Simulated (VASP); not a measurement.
# SnSe (Pm-3m) in VASP: a series of runs, part 3 of 3

VASP 6.6.1.

## 6. Single point, PBE+D3(BJ) (volume scaled by 0.880)

Contents of INCAR:

```
PREC = Accurate
ENCUT = 520
EDIFF = 1E-6
ISMEAR = 0
SIGMA = 0.05
LREAL = F
LASPH = T
NELM = 80
ALGO = Normal
ISIF = 2
LWAVE = F
LCHARG = F
GGA = PE
IVDW = 12
NBANDS = 17
```

Contents of KPOINTS:

```
Automatic mesh
0
Gamma
  10 10 10
```

Contents of POSCAR:

```
SnSe
1.0
    3.4660470824      0.0000000000      0.0000000000
    0.0000000000      3.4660470824      0.0000000000
    0.0000000000      0.0000000000      3.4660470824
Se Sn
1 1
Direct
    0.0000000000      0.0000000000      0.0000000000
    0.5000000000      0.5000000000      0.5000000000
```

Potentials or basis: VASP PAW PBE potentials, release 64 (Se, Sn_d).

Command:

```
cat potpaw_PBE.64/Se/POTCAR potpaw_PBE.64/Sn_d/POTCAR > POTCAR
mpirun -np 1 vasp_std > vasp.out
```

OUTCAR:

```text
PREC = Accurate
   ENCUT = 520
   EDIFF = 1E-6
   ISMEAR = 0
   LREAL = F
   LASPH = T
   NELM = 80
   ISIF = 2
   GGA = PE
   IVDW = 12
 IVDW          = 12

 ion  position               nearest neighbor table
   1  0.000  0.000  0.000-   2 3.00   2 3.00   2 3.00   2 3.00   2 3.00   2 3.00   2 3.00   2 3.00

   2  0.500  0.500  0.500-   1 3.00   1 3.00   1 3.00   1 3.00   1 3.00   1 3.00   1 3.00   1 3.00

  LATTYP: Found a simple cubic cell.
 ALAT       =     3.4660470824

  Lattice vectors:

 A1 = (   3.4660470824,   0.0000000000,   0.0000000000)
 A2 = (   0.0000000000,   3.4660470824,   0.0000000000)
 A3 = (   0.0000000000,   0.0000000000,   3.4660470824)

Analysis of symmetry for initial positions (statically):
=====================================================================
 Subroutine PRICEL returns:
 Original cell was already a primitive cell.

 Routine SETGRP: Setting up the symmetry group for a
 simple cubic supercell.

 Subroutine GETGRP returns: Found 48 space group operations
 (whereof 48 operations were pure point group operations)
 out of a pool of 48 trial point group operations.

The static configuration has the point symmetry O_h .

Analysis of symmetry for dynamics (positions and initial velocities):
=====================================================================
 Subroutine PRICEL returns:
 Original cell was already a primitive cell.

 Routine SETGRP: Setting up the symmetry group for a
 simple cubic supercell.

 Subroutine GETGRP returns: Found 48 space group operations
 (whereof 48 operations were pure point group operations)
 out of a pool of 48 trial point group operations.

The dynamic configuration has the point symmetry O_h .

 Subroutine INISYM returns: Found 48 space group operations
 (whereof 48 operations are pure point group operations),
 and found     1 'primitive' translations

[... 111 lines left out ...]
   IALGO  =     38    algorithm
   IMIX   =      4    mixing-type and parameters
     AMIX     =   0.40;   BMIX     =  1.00
     AMIX_MAG =   1.60;   BMIX_MAG =  1.00
  volume/ion in A,a.u.               =      20.82       140.50
  Fermi-wavevector in a.u.,A,eV,Ry     =   1.282086  2.422791 22.364490  1.643744
  Thomas-Fermi vector in A             =   2.414418
   LORBIT       =      0    0 simple, 1 ext, 2 COOP (PROOUT), +10 PAW based schemes
   GGA     = PE    functional components
   LHFCALC =     F    Hartree Fock is set to
   AEXX    =    0.0000 exact exchange contribution
   IVDW    =    12    specifies the selected vdW correction
   LEPSILON=     F    determine dielectric tensor
   LRPA    =     F    only Hartree local field effects (RPA)
 non-spin polarized calculation
 Gauss-broadening in eV      SIGMA  =   0.05
  energy-cutoff  :      520.00
  volume of cell :       41.64
 maximum number of plane-waves:      1141
 NGX is ok and might be reduce to    28
   NGX = 13   NGY = 13   NGZ = 13

 number of electron      19.9999993 magnetization

 Free energy of the ion-electron system (eV)
  ---------------------------------------------------
  ext. energy  EPLUGINS =         0.00000000
  ---------------------------------------------------
  free energy    TOTEN  =        -7.43000394 eV

  energy without entropy =       -7.42794829  energy(sigma->0) =       -7.42897611

 E-fermi :   8.5913     XC(G=0): -11.0433

 val. band max:        8.5829784158   @ k =   0.5000   0.0000   0.0000
 cond. band min:       8.5925075348   @ k =   0.3000   0.2000   0.1000
 fundamental gap:      0.0095291190
 Fermi energy:         8.5912518465

 k-point     1 :       0.0000    0.0000    0.0000
  band No.  band energies     occupation
      1     -13.1743      2.00000
      2     -13.1743      2.00000
      3     -13.0447      2.00000
      4     -13.0447      2.00000
      5     -13.0447      2.00000
      6      -6.6272      2.00000
[... 457 lines left out ...]
      4     -13.0746      2.00000
      5     -13.0497      2.00000
      6      -5.6555      2.00000
[... 9 lines left out ...]
     16      19.1444      0.00000
     17      19.3004      0.00000

 [... further k-points ...]

------------------------ aborting loop because EDIFF is reached ----------------------------------------

 Edisp (eV)   -0.92044

 E8    (eV) :    -0.4106

  FORCE on cell =-STRESS in cart. coord.  units (eV):
  Direction    XX          YY          ZZ          XY          YZ          ZX
  --------------------------------------------------------------------------------------
  -------------------------------------------------------------------------------------
  Total       2.38429     2.38429     2.38429    -0.00000    -0.00000     0.00000
  in kB      91.74160    91.74160    91.74160    -0.00000    -0.00000     0.00000
  external pressure =       91.74 kB  Pullay stress =        0.00 kB

 VOLUME and BASIS-vectors are now :
 -----------------------------------------------------------------------------
  energy-cutoff  :      520.00
  volume of cell :       41.64
      direct lattice vectors                 reciprocal lattice vectors
     3.466047082  0.000000000  0.000000000     0.288513103  0.000000000  0.000000000
     0.000000000  3.466047082  0.000000000     0.000000000  0.288513103  0.000000000
     0.000000000  0.000000000  3.466047082     0.000000000  0.000000000  0.288513103

 POSITION                                       TOTAL-FORCE (eV/Angst)
 -----------------------------------------------------------------------------------
      0.00000      0.00000      0.00000         0.000000      0.000000      0.000000
      1.73302      1.73302      1.73302         0.000000      0.000000      0.000000
 -----------------------------------------------------------------------------------
    total drift:                                0.000000      0.000000      0.000000

  FREE ENERGIE OF THE ION-ELECTRON SYSTEM (eV)
  ---------------------------------------------------
  free  energy   TOTEN  =        -8.3504434564 eV

  energy  without entropy=       -8.3483878142  energy(sigma->0) =       -8.34941564
```

Run time: 33 s. Hardware: 1 thread of AMD EPYC 7R43 (Zen 3), shared host; peak memory 0.15 GiB.

What came out:

```yaml
Free_energy: -8.3504 eV
Pressure: 9.2 GPa
Band_gap_on_the_k_mesh: zero (band 10 reaches 9.06 eV, above the bottom of band 11 at 6.76 eV)
Dispersion_energy_per_atom: -0.460 eV
```

Levels at points of the mesh, in eV from the Fermi level:
| k point | band 7 | band 8 | band 9 | band 10 | band 11 | band 12 | band 13 | band 14 |
| --- | --- | --- | --- | --- | --- | --- | --- | --- |
| (0.00, 0.00, 0.00) | -5.36 | -2.54 | -2.54 | -2.54 | 3.86 | 3.86 | 7.28 | 7.28 |
| (0.50, 0.00, 0.00) | -9.59 | -0.93 | -0.93 | -0.01 | 0.98 | 3.20 | 3.20 | 5.79 |
| (0.50, 0.50, 0.00) | -6.44 | -6.35 | -6.35 | -0.43 | 4.61 | 4.61 | 5.51 | 6.63 |
| (0.50, 0.50, 0.50) | -4.15 | -3.95 | -3.95 | -3.95 | -1.83 | -1.83 | -1.83 | 15.89 |

Caveat: spin-orbit coupling is left out, which moves the levels of the heavy elements; pairwise dispersion overbinds metals, which lowers pressure and volume.

## 7. The runs side by side

| cell | gap on the mesh (eV) | pressure (GPa) |
| --- | --- | --- |
| a = 3.242 Å, 2 atoms | none | 37.9 |
| a = 3.301 Å, 2 atoms | none | 29.0 |
| a = 3.358 Å, 2 atoms | none | 20.7 |
| a = 3.413 Å, 2 atoms | none | 14.4 |
| a = 3.466 Å, 2 atoms | none | 9.2 |

Alike in all rows: task single point; level PBE+D3(BJ); potentials or basis VASP PAW PBE potentials, release 64 (Se, Sn_d); no spin polarisation; k mesh 10 × 10 × 10; cutoff (eV) 520; smearing gaussian 0.05 eV.

Caveats: spin-orbit coupling is left out, which moves the levels of the heavy elements; pairwise dispersion overbinds metals, which lowers pressure and volume.

Absolute energies hang on the potentials; compare differences alone.
